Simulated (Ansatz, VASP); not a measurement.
**ScPt3 in VASP and in Ansatz**

Contents of INCAR:

```
  ALGO = Normal
  EDIFF = 1E-6
  ENCUT = 500
  GGA = CA
  GGA_COMPAT = F
  ISIF = 2
  ISMEAR = 1
  LASPH = T
  LCHARG = F
  LREAL = F
  LWAVE = F
  NBANDS = 28
  NELM = 120
  PREC = Accurate
  SIGMA = 0.1
```

KPOINTS

```
k-points
0
Gamma
  5 5 5
```

Contents of POSCAR:

```
ScPt3
1.0
    3.9580000000      0.0000000000      0.0000000000
    0.0000000000      3.9580000000      0.0000000000
    0.0000000000      0.0000000000      3.9580000000
Sc Pt
1 3
Direct
    0.0000000000      0.0000000000      0.0000000000
    0.0000000000      0.5000000000      0.5000000000
    0.5000000000      0.0000000000      0.5000000000
    0.5000000000      0.5000000000      0.0000000000
```

Input for Ansatz:

```yaml
crystal:
  lattice:
    - [3.958, 0.0, 0.0]
    - [0.0, 3.958, 0.0]
    - [0.0, 0.0, 3.958]
  atoms:
    - { symbol: Sc, position: [0.0, 0.0, 0.0] }
    - { symbol: Pt, position: [0.0, 0.5, 0.5] }
    - { symbol: Pt, position: [0.5, 0.0, 0.5] }
    - { symbol: Pt, position: [0.5, 0.5, 0.0] }
kpoints:
  mp_grid:
    grid: [5, 5, 5]
hamiltonian:
  xc: lda
  pseudopotentials:
    kind: paw
scf:
  occupations:
    method: cold
    width: 0.1
output:
  forces: true
  stress: true
  eigenvalues: true
```

Alike in both runs: task single point; functional LDA; k mesh 5 × 5 × 5; no spin polarisation.

```csv
,VASP,Ansatz
version,VASP 6.6.1,Ansatz 0.2.0
potentials or method,"VASP PAW LDA potentials, release 64 (Sc_sv, Pt)","plane waves, PAW"
plane-wave cutoff (eV),500,420
occupations,"methfessel-paxton of order 1, width 0.1 eV","cold, width 0.1 eV"
valence electrons in the cell,41,65
```

```csv
,VASP,Ansatz,Ansatz less VASP
gap on the k mesh at the Fermi level (eV),none,none,-
pressure (GPa),-4.8,-5.6,-0.87
```

LDA's correlation is that of Perdew and Zunger in VASP and of Perdew and Wang (1992) in Ansatz. A gap of «none» marks a metal or a gap that the smearing closes. VASP's potentials hold 41 valence electrons a cell and Ansatz's 65, so a difference there can come from the potentials and not from the codes.

Neither program's run includes spin-orbit coupling.
